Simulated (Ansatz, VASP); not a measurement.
## One calculation of Sn, two programs

```
Sn
1.0
    -2.94537    2.94537    1.60784
     2.94537   -2.94537    1.60784
     2.94537    2.94537   -1.60784
Sn
2
Direct
  0.00000 0.00000 0.00000
  0.75000 0.25000 0.50000
```

Alike in both runs: task single point; functional PBE; dispersion D4; k mesh 10 × 10 × 10; occupations fermi-dirac, width 0.1 eV; no spin polarisation.

```csv
,VASP,Ansatz
version,VASP 6.6.1,Ansatz 0.2.0
potentials or method,"VASP PAW PBE potentials, release 64 (Sn_d), cutoff 520 eV","plane waves, PAW"
valence electrons in the cell,28,28
```

|  | VASP | Ansatz | Ansatz less VASP |
| --- | --- | --- | --- |
| pressure (GPa) | -1.3 | -1.3 | +0.05 |
| traceless stress, the component that is largest in VASP (GPa) | -0.60 | -0.61 | -0.008 |
